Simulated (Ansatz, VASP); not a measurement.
**Al: VASP beside Ansatz**

```xyz
1
Lattice="0.0000 1.9960 1.9960 1.9960 0.0000 1.9960 1.9960 1.9960 0.0000" Properties=species:S:1:pos:R:3 pbc="T T T"
Al    0.0000    0.0000    0.0000
```

Alike in both runs: functional r2SCAN; k mesh 18 × 18 × 18; occupations gaussian, width 0.1 eV; no spin polarisation.

Ansatz relaxed the structure, and its values are those at the end. VASP's run is a single point on that final structure, the one shown.

|  | VASP | Ansatz |
| --- | --- | --- |
| version | VASP 6.6.1 | Ansatz 0.2.0 |
| potentials or method | VASP PAW PBE potentials, release 64 (Al), cutoff 520 eV | scalar-relativistic, plane waves, PAW |
| valence electrons in the cell | 3 | 3 |

VASP gave:

| Quantity | Value |
| --- | --- |
| gap on the k mesh at the Fermi level (eV) | none |
| pressure (GPa) | -0.3 |

**Question.** What did Ansatz give for the same quantities?

**Answer.** gap on the k mesh at the Fermi level (eV): none; pressure (GPa): 0.0.

VASP's potentials were made for PBE, not for r2SCAN. A gap of «none» marks a metal or a gap that the smearing closes.
